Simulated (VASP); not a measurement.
Runs of VASP 6.6.1 on CdS (CsCl type). The structure is that of space group Pm-3m (No. 221), or close to it. The cells are those of the table. 

| task | level | cell | cutoff (eV) | k mesh for the DOS | occupations for the DOS | gap on the mesh (eV) | pressure (GPa) |
| --- | --- | --- | --- | --- | --- | --- | --- |
| single point | PBE | a = 3.166 Å, 2 atoms | 500 | - | - | none | 27.1 |
| single point | PBE | a = 2.939 Å, 2 atoms | 520 | - | - | none | (b) |
| single point | PBEsol | a = 3.166 Å, 2 atoms | 500 | - | - | none | 20.9 |
| single point | PBE | a = 2.794 Å, 2 atoms | 520 | - | - | none | (a) |
| single point | PBE | a = 3.341 Å, 2 atoms | 500 | - | - | none | 5.4 |
| single point | PBE | a = 3.341 Å, 2 atoms | 520 | - | - | none | 5.4 |
| single point | PBE | a = 3.056 Å, 2 atoms | 500 | - | - | none | 50.8 |
| single point | PBE | a = 3.268 Å, 2 atoms | 500 | - | - | none | 12.6 |
| relaxation of cell and atoms | PBE | relaxed from a = 3.015 Å, 2 atoms | 500 | - | - | none | 0.0 |

Alike in all rows: potentials or basis VASP PAW PBE potentials, release 64 (Cd, S); no spin polarisation; k mesh 14 × 14 × 14; smearing fermi-dirac 0.05 eV.

Q: Fill in the values left out.

A: (a) 172.7; (b) 90.8.

Caveats: the PAW data sets were made with another functional, which shifts forces and pressure a little (some runs).

A k mesh can miss the band edges, and the runs leave out spin-orbit coupling on Cd.

A gap of «none» marks levels without a gap at the run's occupations.
